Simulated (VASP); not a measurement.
A run of VASP 6.6.1 is set up as follows.

File INCAR:

```
SYSTEM = KF
ALGO = Normal
EDIFF = 1E-6
ENCUT = 520
GGA = PE
ISIF = 2
ISMEAR = -1
LASPH = .True.
LCHARG = .False.
LREAL = .False.
LWAVE = .False.
NBANDS = 15
NELM = 80
PREC = Accurate
SIGMA = 0.05
```

KPOINTS

```
k-points
0
Gamma
  9 9 9
  0 0 0
```

Contents of POSCAR:

```
KF
1.0
    0.0000000000      2.6718500000      2.6718500000
    2.7787240000      0.0000000000      2.6718500000
    2.7787240000      2.6718500000      0.0000000000
K F
1 1
Direct
    0.0000000000      0.0000000000      0.0000000000
    0.5000000000      0.5000000000      0.5000000000
```

Potentials or basis: VASP PAW PBE potentials, release 64 (K_sv, F).

The run is started by

```sh
$ cat potpaw_PBE.64/K_sv/POTCAR potpaw_PBE.64/F/POTCAR > POTCAR
$ mpirun -np 1 vasp_std > vasp.out
```

(1) What does it give for the band gap on the k mesh?

(2) What does it give for the pressure?

## Answers

(1) 5.94 eV.

(2) 0.2 GPa.
